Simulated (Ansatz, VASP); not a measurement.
**YF4 in VASP and in Ansatz**

Contents of INCAR:

```
PREC = Accurate ; ENCUT = 600
EDIFF = 1E-6 ; ISMEAR = 0
SIGMA = 0.1 ; LREAL = False
LASPH = True ; NELM = 200
ALGO = Normal ; ISIF = 2
LWAVE = False ; LCHARG = True
ISPIN = 2 ; MAGMOM = 0 0.5 0.5 0 0
LORBIT = 11 ; LMAXMIX = 4
GGA = PE ; LVHAR = True
NBANDS = 32 ; GGA_COMPAT = False
KPAR = 4
```

The input KPOINTS:

```
Automatic mesh
0
Gamma
  12 12 12
```

Contents of POSCAR:

```
YF4
1.0
   -2.1686092930      2.1686092930      4.6362816878
    2.1686092930     -2.1686092930      4.6362816878
    2.1686092930      2.1686092930     -4.6362816878
Y F
1 4
Direct
    0.0000000000      0.0000000000      0.0000000000
    0.2418101373      0.2418101373      0.0000000000
    0.7581898627      0.7581898627      0.0000000000
    0.5000000000      0.0000000000      0.5000000000
    0.0000000000      0.5000000000      0.5000000000
```

Input for Ansatz:

```yaml
crystal:
  lattice:
    - [-2.168609293, 2.168609293, 4.6362816878]
    - [2.168609293, -2.168609293, 4.6362816878]
    - [2.168609293, 2.168609293, -4.6362816878]
  atoms:
    - { symbol: "Y", position: [0.0, 0.0, 0.0] }
    - { symbol: F, position: [0.2418101373, 0.2418101373, 0.0], spin: 0.5 }
    - { symbol: F, position: [0.7581898627, 0.7581898627, 0.0], spin: 0.5 }
    - { symbol: F, position: [0.5, 0.0, 0.5] }
    - { symbol: F, position: [0.0, 0.5, 0.5] }
basis:
  ecutwfc: 420
kpoints:
  mp_grid: { grid: [12, 12, 12] }
  band_path:
    path:
      - [[0.0, 0.0, 0.0], [0.0, 0.0, 0.5], [0.25, 0.25, 0.25], [0.0, 0.5, 0.0], [0.0, 0.0, 0.0], [0.5, 0.5, -0.5], [0.30469694, 0.69530306, -0.30469694]]
      - [[-0.30469694, 0.30469694, 0.30469694], [0.0, 0.0, 0.0]]
      - [[0.0, 0.0, 0.5], [-0.10939387, 0.10939387, 0.5]]
      - [[0.5, 0.5, -0.10939387], [0.5, 0.5, -0.5]]
    npoints: 14
hamiltonian:
  xc: pbe
scf:
  occupations: { method: gaussian, width: 0.1 }
  n_extra_bands: 12
output:
  forces: true
  stress: true
  eigenvalues: true
  populations: true
  dos: { projected: true, de: 0.02, nscf_kmesh: { grid: [15, 15, 15] } }
  bader: true
  write_density: true
  write_potential: true
  elf: true
  volumetric_format: npy
magnetization:
  spin_polarized: true
checkpoint:
  read: start.run
  write: ck
  compress: false
  write_wavefunctions: false
  write_every: 100000
```

Alike in both runs: task single point; functional PBE; k mesh 12 × 12 × 12; occupations gaussian, width 0.1 eV; collinear spin.

|  | VASP | Ansatz |
| --- | --- | --- |
| version | VASP 6.6.1 | Ansatz 0.2.0 |
| potentials or method | VASP PAW PBE potentials, release 64 (Y_sv, F), cutoff 600 eV | scalar-relativistic, plane waves, PAW |
| valence electrons in the cell | 39 | 39 |

|  | VASP | Ansatz | Ansatz less VASP |
| --- | --- | --- | --- |
| gap on the k mesh at the Fermi level (eV) | none | none | - |
| pressure (GPa) | -0.3 | 0.0 | +0.28 |
| traceless stress, the component that is largest in VASP (GPa) | 0.06 | 0.02 | -0.038 |
| rms of the force components (eV/Å) | 0.005 | 0.001 | -0.0037 |
| net moment per atom (μB) | 0.20 | 0.20 | 0.000 |
| size of the moment on the site where the two differ most (μB) | 0.41 | 0.45 | +0.040 |

Site moments also hang on the region over which each program counts them. Atom by atom the forces differ by 0.005 eV/Å (rms over components). A gap of «none» marks a metal or a gap that the smearing closes. The functional is the same, so the differences come from potentials, cutoffs and numerics.
